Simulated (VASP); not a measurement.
Set up this calculation in VASP 6.6.1, as the native input.

| Property | Result |
| --- | --- |
| Task | single point |
| Functional | LDA |
| Potentials or basis | VASP PAW LDA potentials, release 64 (Mg, Au) |
| Cutoff | 520 eV |
| k mesh | 6 × 6 × 6 |
| Occupations | gaussian, width 0.05 eV |
| Spin | no spin polarisation |
| Dipole correction | no |
| Further INCAR settings | ALGO = Normal; EDIFF = 1e-06; NBANDS = 26 |

The structure of MgAu3 lies in POSCAR:

```
MgAu3
1.0
    4.1065270000      0.0000000000      0.0000000000
    0.0000000000      4.1065270000      0.0000000000
    0.0000000000      0.0000000000      4.1065270000
Mg Au
1 3
Direct
    0.0000000000      0.0000000000      0.0000000000
    0.5000000000      0.5000000000      0.0000000000
    0.5000000000      0.0000000000      0.5000000000
    0.0000000000      0.5000000000      0.5000000000
```

The input as run:

INCAR

```
  PREC = Accurate
  ENCUT = 520
  EDIFF = 1E-6
  ISMEAR = 0
  SIGMA = 0.05
  LREAL = F
  LASPH = T
  NELM = 100
  ALGO = Normal
  ISIF = 2
  LWAVE = F
  LCHARG = F
  GGA = CA
  NBANDS = 26
```

KPOINTS

```
Automatic mesh
0
Gamma
  6 6 6
```

Potentials or basis: VASP PAW LDA potentials, release 64 (Mg, Au).

The run is started by

```sh
$ cat potpaw_LDA.64/Mg/POTCAR potpaw_LDA.64/Au/POTCAR > POTCAR
$ mpirun -np 1 vasp_std > vasp.out
```

It gave:

* Pressure: -6.7 GPa
* Band gap on the k mesh: zero (an odd number of electrons rules out a gap without spin polarisation)

Caveat: the cell stands under tension; spin-orbit coupling is left out, which moves the levels of the heavy elements.

Run time: 14 s on 1 thread of Intel(R) Xeon(R) 6975P-C (Granite Rapids) (shared host), peak memory 0.17 GiB.
